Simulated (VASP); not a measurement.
Set up this calculation in VASP 6.6.1, as the native input.

```yaml
Task: single point
Functional: PBE
Potentials_or_basis: VASP PAW PBE potentials, release 64 (Tl_d)
Cutoff: 520 eV
k_mesh: 7 × 7 × 10
Occupations: fermi-dirac, width 0.1 eV
Spin: no spin polarisation
Dipole_correction: no
Further_INCAR_settings: ALGO = Normal; EDIFF = 1e-07; NBANDS = 26
```

The structure of Tl lies in POSCAR:

```
Tl
1.0
    4.4993473980      0.0000000000      0.0000000000
   -2.2496736990      3.8965491471      0.0000000000
    0.0000000000      0.0000000000      2.7123751331
Tl
3
Direct
    0.0000000000      0.0000000000      0.0000000000
    0.3333333333      0.6666666667      0.5000000000
    0.6666666667      0.3333333333      0.5000000000
```

This isn't the form of Tl at room conditions, which is hcp.

The input as run:

INCAR

```
PREC     = Accurate       # precision mode
ENCUT    = 520            # plane-wave cutoff, eV
EDIFF    = 1E-7           # SCF threshold, eV
ISMEAR   = -1             # smearing method
SIGMA    = 0.1            # smearing width, eV
LREAL    = False          # projectors in reciprocal space
LASPH    = True           # aspherical terms in the spheres
NELM     = 60             # most SCF steps
ALGO     = Normal         # electronic algorithm
ISIF     = 2              # what is computed and relaxed
LWAVE    = False          # write WAVECAR
LCHARG   = False          # write CHGCAR
GGA      = PE             # functional
NBANDS   = 26             # bands
```

KPOINTS

```
regular mesh
0
Gamma
  7 7 10
```

Potentials or basis: VASP PAW PBE potentials, release 64 (Tl_d).

The run is started by

```console
$ cat potpaw_PBE.64/Tl_d/POTCAR > POTCAR
$ mpirun -np 1 vasp_std > vasp.out
```

It gave:

* Pressure: 119.9 GPa
* Band gap on the k mesh: zero (an odd number of electrons rules out a gap without spin polarisation)

Caveat: the cell stands under pressure; spin-orbit coupling is left out, which moves the levels of the heavy elements.

Run time: 28 s on 1 thread of AMD EPYC 9R45 96-Core Processor (Zen 5), with other jobs on the host, peak memory 0.16 GiB.
